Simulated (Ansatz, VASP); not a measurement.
**Two plane-wave programs on Te2Mo**

Contents of POSCAR:

```
Te2Mo
1.0
    3.5602328140      0.0000000000      0.0000000000
   -1.7801164070      3.0832520603      0.0000000000
    0.0000000000      0.0000000000     16.8230955072
Te Mo
2 1
Direct
    0.3333333333      0.6666666667      0.8978554500
    0.3333333333      0.6666666667      0.1021445500
    0.0000000000      0.0000000000      0.0000000000
```

The input INCAR.step1:

```
PREC     = Accurate       # precision mode
ENCUT    = 520            # plane-wave cutoff, eV
ISMEAR   = 0              # smearing method
SIGMA    = 0.05           # smearing width, eV
LREAL    = F              # projectors in reciprocal space
LASPH    = T              # aspherical terms in the spheres
NELM     = 60             # most SCF steps
NBANDS   = 20             # bands
GGA      = PE             # functional
ALGO     = Normal         # electronic algorithm
EDIFF    = 1E-4           # SCF threshold, eV
LWAVE    = T              # write WAVECAR
LCHARG   = F              # write CHGCAR
```

File INCAR.step2:

```
PREC     = Accurate       # precision mode
ENCUT    = 520            # plane-wave cutoff, eV
EDIFF    = 1E-6           # SCF threshold, eV
ISMEAR   = 0              # smearing method
SIGMA    = 0.05           # smearing width, eV
LREAL    = F              # projectors in reciprocal space
LASPH    = T              # aspherical terms in the spheres
NELM     = 60             # most SCF steps
ALGO     = Normal         # electronic algorithm
ISIF     = 2              # what is computed and relaxed
LWAVE    = F              # write WAVECAR
LCHARG   = T              # write CHGCAR
METAGGA  = R2SCAN         # meta-GGA
LMIXTAU  = T            
LELF     = T              # ELF
LVHAR    = T            
NBANDS   = 20             # bands
ISTART   = 1
```

File KPOINTS:

```
Automatic mesh
0
Gamma
  12 12 2
```

Input for Ansatz:

```yaml
crystal:
  lattice:
    - [3.560232814, 0.0, 0.0]
    - [-1.780116407, 3.0832520603, 0.0]
    - [0.0, 0.0, 16.8230955072]
  atoms:
    - { symbol: Te, position: [0.3333333333, 0.6666666667, 0.89785545] }
    - { symbol: Te, position: [0.3333333333, 0.6666666667, 0.10214455] }
    - { symbol: Mo, position: [0.0, 0.0, 0.0] }
basis:
  ecutwfc: 500
kpoints:
  mp_grid: { grid: [12, 12, 2] }
hamiltonian:
  xc: r2scan
scf:
  occupations: { method: gaussian, width: 0.05 }
output:
  forces: true
  stress: true
  eigenvalues: true
```

Change from the starting cell: strain +0.000 along x and y, -0.040 along z, atoms carried along.

Alike in both runs: task single point; functional r2SCAN; k mesh 12 × 12 × 2; occupations gaussian, width 0.05 eV; no spin polarisation.

|  | VASP | Ansatz |
| --- | --- | --- |
| version | VASP 6.6.1 | Ansatz 0.2.0 |
| potentials or method | VASP PAW PBE potentials, release 64 (Te, Mo_sv), cutoff 520 eV | scalar-relativistic, plane waves, PAW |
| valence electrons in the cell | 26 | 46 |

```csv
,VASP,Ansatz,Ansatz less VASP
gap on the k mesh at the Fermi level (eV),1.04,1.04,0.000
least direct gap on the mesh (eV),1.04,1.04,0.000
rms of the force components (eV/Å),0.541,0.525,-0.0160
```

VASP's potentials were made for PBE, not for r2SCAN. Atom by atom the forces differ by 0.016 eV/Å (rms over components). The functional is the same, so the differences come from potentials, cutoffs and numerics. VASP's potentials hold 26 valence electrons a cell and Ansatz's 46, so a difference there can come from the potentials and not from the codes.

Spin-orbit coupling is off throughout.
